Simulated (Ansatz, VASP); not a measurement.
**Two plane-wave programs on As**

```xyz
2
Lattice="3.6350 0.0000 0.0000 -1.8175 3.1480 0.0000 0.0000 0.0000 28.5742" Properties=species:S:1:pos:R:3 pbc="T T T"
As    0.0000    2.0987   13.9876
As    1.8175    1.0493   14.5866
```

Alike in both runs: task single point; functional PBE; dispersion D3(BJ); k mesh 9 × 9 × 1; occupations gaussian, width 0.02 eV; no spin polarisation.

```csv
,VASP,Ansatz
version,VASP 6.6.1,Ansatz 0.2.0
potentials or method,"VASP PAW PBE potentials, release 64 (As), cutoff 520 eV","scalar-relativistic, plane waves, PAW"
valence electrons in the cell,10,30
```

|  | VASP | Ansatz | Ansatz less VASP |
| --- | --- | --- | --- |
| gap on the k mesh at the Fermi level (eV) | none | none | - |
| rms of the force components (eV/Å) | 2.688 | 2.656 | -0.0314 |

Atom by atom the forces differ by 0.031 eV/Å (rms over components). A gap of «none» marks a metal or a gap that the smearing closes. VASP's potentials hold 10 valence electrons a cell and Ansatz's 30, so a difference there can come from the potentials and not from the codes.
